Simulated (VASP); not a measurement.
ZnSe, 2 atoms in the cell. It takes space group F-43m (No. 216, cubic). The conventional cell has a = 5.665 Å, b = 5.665 Å, c = 5.665 Å, α = 90.00°, β = 90.00°, γ = 90.00°. Within 3.2 Å of Zn (site symmetry -43m) lie 4 Se at 2.45 Å. Within 3.2 Å of Se (site symmetry -43m) lie 4 Zn at 2.45 Å. 

| Quantity | Value |
| --- | --- |
| Program | VASP 6.6.1 |
| Task | single point |
| Functional | r2SCAN |
| Potentials or basis | VASP PAW PBE potentials, release 64 (Zn, Se) |
| Cutoff | 520 eV |
| k mesh | 6 × 6 × 6 |
| Occupations | gaussian, width 0.01 eV |
| Spin | no spin polarisation |
| Dipole correction | no |
| Further INCAR settings | ALGO = Normal; EDIFF = 1e-06; NBANDS = 16 |

Potentials or basis: VASP PAW PBE potentials, release 64 (Zn, Se).

The run is started by

```sh
$ cat potpaw_PBE.64/Zn/POTCAR potpaw_PBE.64/Se/POTCAR > POTCAR
$ cp INCAR.step1 INCAR
$ mpirun -np 1 vasp_std > vasp.out
$ cp INCAR.step2 INCAR
$ mpirun -np 1 vasp_std > vasp.out
```

Hardware: 1 thread of AMD EPYC 9R45 96-Core Processor (Zen 5), on a shared host.

Problem. Estimate the wall time of this run.

Solution. Wall time 37 s on 1 thread of AMD EPYC 9R45 96-Core Processor (Zen 5), with other jobs on the host, peak memory 0.14 GiB. Counts: k points 16.
